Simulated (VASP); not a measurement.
# GaN (F-43m) in VASP: further runs, part 3 of 3

VASP 6.6.1.

### Step 5. Single point, PBE

This run uses another cell than the first one, of 10.99 Å³/atom, 1.021 times its volume.

Contents of INCAR:

```
SYSTEM = GaN
PREC = Accurate
ENCUT = 520
EDIFF = 1E-6
ISMEAR = -1
SIGMA = 0.05
LREAL = .FALSE.
LASPH = .TRUE.
NELM = 60
ALGO = Normal
ISIF = 2
LWAVE = .FALSE.
LCHARG = .FALSE.
GGA = PE
NBANDS = 16
```

Contents of KPOINTS:

```
Automatic mesh
0
G
  10 10 10
  0 0 0
```

Contents of POSCAR:

```
GaN
1.0
    0.0000000000      2.2230441631      2.2230441631
    2.2230441631      0.0000000000      2.2230441631
    2.2230441631      2.2230441631      0.0000000000
Ga N
1 1
Direct
    0.0000000000      0.0000000000      0.0000000000
    0.2500000000      0.2500000000      0.2500000000
```

Potentials or basis: VASP PAW PBE potentials, release 64 (Ga_d, N).

Launch:

```
cat potpaw_PBE.64/Ga_d/POTCAR potpaw_PBE.64/N/POTCAR > POTCAR
mpirun -np 1 vasp_std > vasp.out
```

OUTCAR:

```text
SYSTEM = GaN
   PREC = Accurate
   ENCUT = 520
   EDIFF = 1E-6
   ISMEAR = -1
   LREAL = .FALSE.
   LASPH = .TRUE.
   NELM = 60
   ISIF = 2
   GGA = PE

 ion  position               nearest neighbor table
   1  0.000  0.000  0.000-   2 1.93   2 1.93   2 1.93   2 1.93
   2  0.250  0.250  0.250-   1 1.93   1 1.93   1 1.93   1 1.93

  LATTYP: Found a face centered cubic cell.
 ALAT       =     4.4460883262

  Lattice vectors:

 A1 = (   0.0000000000,   2.2230441631,   2.2230441631)
 A2 = (   2.2230441631,   0.0000000000,   2.2230441631)
 A3 = (   2.2230441631,   2.2230441631,   0.0000000000)

Analysis of symmetry for initial positions (statically):
=====================================================================
 Subroutine PRICEL returns:
 Original cell was already a primitive cell.

 Routine SETGRP: Setting up the symmetry group for a
 face centered cubic supercell.

 Subroutine GETGRP returns: Found 24 space group operations
 (whereof 24 operations were pure point group operations)
 out of a pool of 48 trial point group operations.
[... 155 lines left out ...]
  ---------------------------------------------------
  ext. energy  EPLUGINS =         0.00000000
  ---------------------------------------------------
  free energy    TOTEN  =       -12.09007065 eV

  energy without entropy =      -12.09007065  energy(sigma->0) =      -12.09007065

 E-fermi :   6.7530     XC(G=0): -11.8871

 val. band max:        5.7355768582   @ k =   0.0000   0.0000   0.0000
 cond. band min:       7.7238261766   @ k =   0.0000   0.0000   0.0000
 fundamental gap:      1.9882493185
 Fermi energy:         6.7530218403

 k-point     1 :       0.0000    0.0000    0.0000
  band No.  band energies     occupation
      1     -10.5562      2.00000
      2      -7.7468      2.00000
      3      -7.7468      2.00000
      4      -7.7468      2.00000
      5      -7.3833      2.00000
      6      -7.3833      2.00000
[... 433 lines left out ...]
      3      -7.4942      2.00000
      4      -7.4931      2.00000
      5      -7.3156      2.00000
      6      -6.5099      2.00000
[... 8 lines left out ...]
     15      28.6114      0.00000
     16      28.7248      0.00000

 [... further k-points ...]
[... 5 lines left out ...]
  --------------------------------------------------------------------------------------
  -------------------------------------------------------------------------------------
  Total        1.8754204      1.8754204      1.8754204      0.0000000      0.0000000      0.0000000
  in kB      136.7524004    136.7524004    136.7524004      0.0000000      0.0000000      0.0000000
  external PRESSURE =     136.7524004 kB  Pullay stress =       0.0000000 kB

 VOLUME and BASIS-vectors are now :
 -----------------------------------------------------------------------------
  energy-cutoff  :      520.00
  volume of cell :       21.97
      direct lattice vectors                 reciprocal lattice vectors
     0.000000000  2.223044163  2.223044163    -0.224916809  0.224916809  0.224916809
     2.223044163  0.000000000  2.223044163     0.224916809 -0.224916809  0.224916809
     2.223044163  2.223044163  0.000000000     0.224916809  0.224916809 -0.224916809

 POSITION                                       TOTAL-FORCE (eV/Angst)
 -----------------------------------------------------------------------------------
      0.00000      0.00000      0.00000        -0.000000     -0.000000     -0.000000
      1.11152      1.11152      1.11152         0.000000      0.000000      0.000000
 -----------------------------------------------------------------------------------
    total drift:                                0.000002      0.000002      0.000002

  FREE ENERGIE OF THE ION-ELECTRON SYSTEM (eV)
  ---------------------------------------------------
  free  energy   TOTEN  =       -12.0900706519 eV

  energy  without entropy=      -12.0900706519  energy(sigma->0) =      -12.09007065
```

OSZICAR:

```text
N       E                     dE             d eps       ncg     rms          rms(c)
DAV:   1     0.834495888613E+02    0.83450E+02   -0.93752E+03  1672   0.209E+03
DAV:   2    -0.824863706359E+01   -0.91698E+02   -0.85480E+02  1704   0.334E+02
DAV:   3    -0.140931951862E+02   -0.58446E+01   -0.58200E+01  1688   0.716E+01
DAV:   4    -0.141585248973E+02   -0.65330E-01   -0.65320E-01  1952   0.809E+00
DAV:   5    -0.141593808310E+02   -0.85593E-03   -0.85593E-03  1784   0.824E-01    0.787E+00
DAV:   6    -0.120859594897E+02    0.20734E+01   -0.48647E+00  2288   0.410E+01    0.268E+00
DAV:   7    -0.120974566183E+02   -0.11497E-01   -0.33991E-01  1640   0.647E+00    0.179E+00
DAV:   8    -0.120936919646E+02    0.37647E-02   -0.50738E-02  1776   0.335E+00    0.728E-01
DAV:   9    -0.120898676944E+02    0.38243E-02   -0.14318E-02  2240   0.289E+00    0.179E-01
DAV:  10    -0.120901630247E+02   -0.29533E-03   -0.15743E-03  1808   0.586E-01    0.799E-02
DAV:  11    -0.120900656343E+02    0.97390E-04   -0.29677E-04  2280   0.256E-01    0.118E-02
DAV:  12    -0.120900709100E+02   -0.52757E-05   -0.29530E-05  1712   0.541E-02    0.121E-02
DAV:  13    -0.120900706519E+02    0.25810E-06   -0.73386E-07  1360   0.153E-02
   1 F= -.12090071E+02 E0= -.12090071E+02  d E =-.257336E-10
```

stdout:

```text
POSCAR found type information on POSCAR GaN
 POSCAR found :  2 types and       2 ions
 scaLAPACK will be used
 LDA part: xc-table for (Slater+PW92), standard interpolation
 POSCAR, INCAR and KPOINTS ok, starting setup
 FFT: planning ... GRIDC
 FFT: planning ... GRID_SOFT
 FFT: planning ... GRID
 WAVECAR not read
 entering main loop
```

It took 11 s on 1 thread of Intel Xeon Platinum 8259CL at 2.50GHz (Skylake/Cascade Lake), shared host; peak memory 0.14 GiB.

What came out:

```yaml
Free_energy: -12.0901 eV
Pressure: 13.7 GPa
Band_gap_on_the_k_mesh: 1.99 eV, direct
```

Levels at points of the mesh, in eV from the valence-band top:
```csv
k point,band 7,band 8,band 9,band 10,band 11,band 12
"(0.00, 0.00, 0.00)",0.00,0.00,0.00,1.99,10.56,10.56
"(0.50, 0.00, 0.00)",-7.31,-1.02,-1.02,4.92,8.93,10.58
"(0.50, 0.50, 0.00)",-6.29,-2.85,-2.85,3.36,6.90,12.00
```

A hybrid or GW would open this gap; PBE tends to underestimate it.

### Step 6. Single point, PBE

This run uses another cell than the first one, of 11.44 Å³/atom, 1.064 times its volume.

Contents of INCAR:

```
SYSTEM = GaN
ALGO = Normal ; EDIFF = 1E-6
ENCUT = 520 ; GGA = PE
ISIF = 2 ; ISMEAR = -1
LASPH = .True. ; LCHARG = .False.
LREAL = .False. ; LWAVE = .False.
NBANDS = 16 ; NELM = 100
PREC = Accurate ; SIGMA = 0.05
```

Contents of KPOINTS:

```
k-points
0
Gamma
  10 10 10
  0 0 0
```

Contents of POSCAR:

```
GaN
1.0
    0.0000000000      2.2535006075      2.2535006075
    2.2535006075      0.0000000000      2.2535006075
    2.2535006075      2.2535006075      0.0000000000
Ga N
1 1
Direct
    0.0000000000      0.0000000000      0.0000000000
    0.2500000000      0.2500000000      0.2500000000
```

Potentials or basis: VASP PAW PBE potentials, release 64 (Ga_d, N).

Launch:

```
cat potpaw_PBE.64/Ga_d/POTCAR potpaw_PBE.64/N/POTCAR > POTCAR
mpirun -np 1 vasp_std > vasp.out
```

OUTCAR:

```text
SYSTEM = GaN
   EDIFF = 1E-6
   ENCUT = 520
   GGA = PE
   ISIF = 2
   ISMEAR = -1
   LASPH = .True.
   LREAL = .False.
   NELM = 100
   PREC = Accurate

 ion  position               nearest neighbor table
   1  0.000  0.000  0.000-   2 1.95   2 1.95   2 1.95   2 1.95
   2  0.250  0.250  0.250-   1 1.95   1 1.95   1 1.95   1 1.95

  LATTYP: Found a face centered cubic cell.
 ALAT       =     4.5070012150

  Lattice vectors:

 A1 = (   0.0000000000,   2.2535006075,   2.2535006075)
 A2 = (   2.2535006075,   0.0000000000,   2.2535006075)
 A3 = (   2.2535006075,   2.2535006075,   0.0000000000)

Analysis of symmetry for initial positions (statically):
=====================================================================
 Subroutine PRICEL returns:
 Original cell was already a primitive cell.

 Routine SETGRP: Setting up the symmetry group for a
 face centered cubic supercell.

 Subroutine GETGRP returns: Found 24 space group operations
 (whereof 24 operations were pure point group operations)
 out of a pool of 48 trial point group operations.

The static configuration has the point symmetry T_d .

Analysis of symmetry for dynamics (positions and initial velocities):
[... 153 lines left out ...]
  ---------------------------------------------------
  free energy    TOTEN  =       -12.14320721 eV

  energy without entropy =      -12.14320721  energy(sigma->0) =      -12.14320721

 E-fermi :   6.1849     XC(G=0): -11.6669

 val. band max:        5.2811952844   @ k =   0.0000   0.0000   0.0000
 cond. band min:       7.0056103273   @ k =   0.0000   0.0000   0.0000
 fundamental gap:      1.7244150429
 Fermi energy:         6.1849106584

 k-point     1 :       0.0000    0.0000    0.0000
  band No.  band energies     occupation
      1     -10.6523      2.00000
      2      -8.1604      2.00000
      3      -8.1604      2.00000
      4      -8.1604      2.00000
      5      -7.8407      2.00000
      6      -7.8407      2.00000
[... 433 lines left out ...]
      3      -7.9364      2.00000
      4      -7.9359      2.00000
      5      -7.7803      2.00000
      6      -6.9184      2.00000
[... 8 lines left out ...]
     15      27.5927      0.00000
     16      27.7094      0.00000

 [... further k-points ...]
[... 5 lines left out ...]
  --------------------------------------------------------------------------------------
  -------------------------------------------------------------------------------------
  Total        0.7277652      0.7277652      0.7277652      0.0000000      0.0000000      0.0000000
  in kB       50.9446778     50.9446778     50.9446778      0.0000000      0.0000000      0.0000000
  external PRESSURE =      50.9446778 kB  Pullay stress =       0.0000000 kB

 VOLUME and BASIS-vectors are now :
 -----------------------------------------------------------------------------
  energy-cutoff  :      520.00
  volume of cell :       22.89
      direct lattice vectors                 reciprocal lattice vectors
     0.000000000  2.253500607  2.253500607    -0.221877020  0.221877020  0.221877020
     2.253500607  0.000000000  2.253500607     0.221877020 -0.221877020  0.221877020
     2.253500607  2.253500607  0.000000000     0.221877020  0.221877020 -0.221877020

 POSITION                                       TOTAL-FORCE (eV/Angst)
 -----------------------------------------------------------------------------------
      0.00000      0.00000      0.00000         0.000000     -0.000000     -0.000000
      1.12675      1.12675      1.12675        -0.000000      0.000000      0.000000
 -----------------------------------------------------------------------------------
    total drift:                                0.000002      0.000002      0.000002

  FREE ENERGIE OF THE ION-ELECTRON SYSTEM (eV)
  ---------------------------------------------------
  free  energy   TOTEN  =       -12.1432072071 eV

  energy  without entropy=      -12.1432072068  energy(sigma->0) =      -12.14320721
```

stdout:

```text
POSCAR found type information on POSCAR GaN
 POSCAR found :  2 types and       2 ions
 scaLAPACK will be used
 LDA part: xc-table for (Slater+PW92), standard interpolation
 POSCAR, INCAR and KPOINTS ok, starting setup
 FFT: planning ... GRIDC
 FFT: planning ... GRID_SOFT
 FFT: planning ... GRID
 WAVECAR not read
 entering main loop
```

Wall time 11 s (1 thread of Intel Xeon Platinum 8259CL at 2.50GHz (Skylake/Cascade Lake), shared host); peak memory 0.15 GiB.

What came out:

- Free energy: -12.1432 eV
- Pressure: 5.1 GPa
- Band gap on the k mesh: 1.72 eV, direct

Levels at points of the mesh, in eV from the valence-band top:
| k point | band 5 | band 6 | band 7 | band 8 | band 9 | band 10 | band 11 | band 12 | band 13 | band 14 |
| --- | --- | --- | --- | --- | --- | --- | --- | --- | --- | --- |
| (0.00, 0.00, 0.00) | -13.12 | -13.12 | 0.00 | 0.00 | 0.00 | 1.72 | 10.30 | 10.30 | 10.30 | 17.60 |
| (0.50, 0.00, 0.00) | -13.07 | -11.88 | -7.04 | -0.97 | -0.97 | 4.64 | 8.73 | 10.37 | 10.37 | 15.63 |
| (0.50, 0.50, 0.00) | -13.05 | -11.45 | -6.12 | -2.70 | -2.70 | 3.35 | 6.66 | 11.71 | 13.96 | 13.96 |

### Step 7. The runs side by side

```tsv
cell	gap on the mesh (eV)	pressure (GPa)
a = 3.122 Å, angles 60.0°, 2 atoms	2.12	18.7
a = 3.166 Å, angles 60.0°, 2 atoms	1.85	9.2
a = 3.144 Å, angles 60.0°, 2 atoms	1.99	13.7
a = 3.187 Å, angles 60.0°, 2 atoms	1.72	5.1
```

Alike in all rows: task single point; level PBE; potentials or basis VASP PAW PBE potentials, release 64 (Ga_d, N); no spin polarisation; k mesh 10 × 10 × 10; cutoff (eV) 520; smearing fermi-dirac 0.05 eV.

Total energies depend on the potentials used, so only differences within one code and one set of settings carry meaning.
